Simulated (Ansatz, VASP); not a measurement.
## One calculation of CoW4, two programs

```xyz
10
Lattice="2.7668 0.0000 0.0000 -1.3834 2.3962 0.0000 0.0000 0.0000 23.1803" Properties=species:S:1:pos:R:3 pbc="T T T"
Co    0.0000    1.5974   17.3853
Co    1.3834    0.7987    5.7951
W     0.0000    1.5974   21.9357
W     0.0000    1.5974    3.7150
W     0.0000    1.5974    7.8752
W     0.0000    1.5974   12.8348
W     1.3834    0.7987   19.4654
W     1.3834    0.7987    1.2446
W     1.3834    0.7987   10.3455
W     1.3834    0.7987   15.3051
```

Alike in both runs: functional PBE; k mesh 6 × 6 × 1; occupations gaussian, width 0.1 eV; collinear spin.

Ansatz relaxed the structure, and its values are those at the end. VASP's run is a single point on that final structure, the one shown.

```csv
,VASP,Ansatz
version,VASP 6.6.1,Ansatz 0.2.0
potentials or method,"VASP PAW PBE potentials, release 64 (Co, W_sv), cutoff 520 eV","scalar-relativistic, plane waves, PAW"
valence electrons in the cell,130,146
```

VASP gave:

| Item | Value |
| --- | --- |
| gap on the k mesh at the Fermi level (eV) | none |
| pressure (GPa) | 0.4 |
| rms of the force components (eV/Å) | 0.006 |
| net moment per atom (μB) | 0.00 |
| size of the moment on the site where the two differ most (μB) | 0.23 |

Task: Estimate Ansatz's values.

Result: gap on the k mesh at the Fermi level (eV): none; pressure (GPa): 0.0; rms of the force components (eV/Å): 0.001; net moment per atom (μB): 0.00; size of the moment on the site where the two differ most (μB): 0.23.

Site moments also hang on the region over which each program counts them. A gap of «none» marks a metal or a gap that the smearing closes. VASP's potentials hold 130 valence electrons a cell and Ansatz's 146, so a difference there can come from the potentials and not from the codes. Ansatz's warnings: seeded moment not kept.

The k mesh is coarse, so the values compare programs but aren't converged. Spin-orbit coupling is off throughout.
